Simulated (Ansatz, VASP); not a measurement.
**One calculation of SnSe2, two programs**

```
Se Sn
1.0
     3.82385    0.00000    0.00000
    -1.91193    3.31155    0.00000
     0.00000    0.00000   30.16000
Se Sn
2 1
Cartesian
  0.0000 2.2077 6.9893
  1.9119 1.1039 10.1907
  0.0000 0.0000 8.5900
```

Alike in both runs: functional PBE; dispersion D3(BJ); k mesh 12 × 12 × 1; occupations gaussian, width 0.03 eV; no spin polarisation.

Ansatz relaxed the structure, and its values are those at the end. VASP's run is a single point on that final structure, the one shown.

|  | VASP | Ansatz |
| --- | --- | --- |
| version | VASP 6.6.1 | Ansatz 0.2.0 |
| potentials or method | VASP PAW PBE potentials, release 64 (Se, Sn_d), cutoff 400 eV | scalar-relativistic, plane waves, PAW |
| valence electrons in the cell | 26 | 46 |

Ansatz gave:

- gap on the k mesh at the Fermi level (eV): 0.78
- least direct gap on the mesh (eV): 1.12
- rms of the force components (eV/Å): 0.000

Problem. What did VASP give for the same quantities?

Solution. gap on the k mesh at the Fermi level (eV): 0.77; least direct gap on the mesh (eV): 1.11; rms of the force components (eV/Å): 0.007.

VASP's potentials hold 26 valence electrons a cell and Ansatz's 46, so a difference there can come from the potentials and not from the codes. Ansatz's warnings: slab cell height set, structure snapped to symmetry.
